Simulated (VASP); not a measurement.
Crystal: MnO2.

```xyz
6
Lattice="4.4819 0.0000 0.0000 0.0000 4.4819 0.0000 0.0000 0.0000 2.9462" Properties=species:S:1:pos:R:3 pbc="T T T"
Mn    0.0000    0.0000    0.0000
Mn    2.2409    2.2409    1.4731
O     1.3625    1.3625    0.0000
O     3.1194    3.1194    0.0000
O     3.6034    0.8784    1.4731
O     0.8784    3.6034    1.4731
```

Base run:

- Program: VASP 6.6.1
- Functional: RPBE
- Potentials or basis: VASP PAW PBE potentials, release 64 (Mn_pv, O)
- Cutoff: 600 eV
- k mesh: 4 × 4 × 6
- Occupations: gaussian, width 0.0615 eV
- Spin: collinear spin, antiferromagnetic start
- Starting moments: [2.5, -2.5, 0.0, 0.0, 0.0, 0.0] μB
- Hubbard terms: Mn d U = 2.34 eV

Its results: band gap on the k mesh 0.20 eV, direct; pressure -1.2 GPa; net moment 0.00 μB per cell; site moments Mn +2.88, -2.88; O -0.01, +0.01 μB; largest force 0.299 eV/Å.

Task: The run is repeated on the same cell with these changes: functional from RPBE to LDA; potentials or basis from VASP PAW PBE potentials, release 64 (Mn_pv, O) to VASP PAW LDA potentials, release 64 (Mn_pv, O). What comes out?

Result: Band gap on the k mesh zero (filled and empty bands touch); pressure -22.8 GPa; net moment 0.00 μB per cell; site moments Mn +2.79, -2.79; O -0.02, +0.02 μB; largest force 0.422 eV/Å.

Caveats: the PAW data sets were made with another functional, which shifts forces and pressure a little (some runs).

A k mesh can miss the band edges.
